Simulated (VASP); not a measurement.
Write the native input for VASP 6.6.1 that does the following.

* Task: single point
* Functional: PBEsol
* Potentials or basis: VASP PAW PBE potentials, release 64 (Ba_sv)
* Cutoff: 520 eV
* k mesh: 14 × 14 × 8
* Occupations: fermi-dirac, width 0.1 eV
* Spin: no spin polarisation
* Dipole correction: no
* Further INCAR settings: ALGO = Normal; EDIFF = 1e-07; NBANDS = 17

The structure of Ba lies in POSCAR:

```
Ba
1.0
    4.3403842423      0.0000000000      0.0000000000
   -2.1701921212      3.7588830160      0.0000000000
    0.0000000000      0.0000000000      7.1012127058
Ba
2
Direct
    0.3333333333      0.6666666667      0.2500000000
    0.6666666667      0.3333333333      0.7500000000
```

This isn't the form of Ba at room conditions, which is bcc.

One way to write it, as run:

INCAR

```
PREC = Accurate
ENCUT = 520
EDIFF = 1E-7
ISMEAR = -1
SIGMA = 0.1
LREAL = F
LASPH = T
NELM = 60
ALGO = Normal
ISIF = 2
LWAVE = F
LCHARG = T
GGA = PS
LELF = T
LVHAR = T
NBANDS = 17
```

KPOINTS

```
regular mesh
0
Gamma
  14 14 8
```

Potentials or basis: VASP PAW PBE potentials, release 64 (Ba_sv).

The run is started by

```console
$ cat potpaw_PBE.64/Ba_sv/POTCAR > POTCAR
$ mpirun -np 1 vasp_std > vasp.out
```

Results of the run:

```json
{
 "Pressure": "0.1 GPa",
 "Band gap on the k mesh": "zero (bands 10 and 11 overlap by 0.44 eV)"
}
```

Caveat: the PAW data sets were made with another functional, which shifts forces and pressure a little; spin-orbit coupling is left out, which moves the levels of the heavy elements.

Run time: 3.5 min on 1 thread of Intel Xeon 8259CL, on a shared host, peak memory 0.36 GiB.
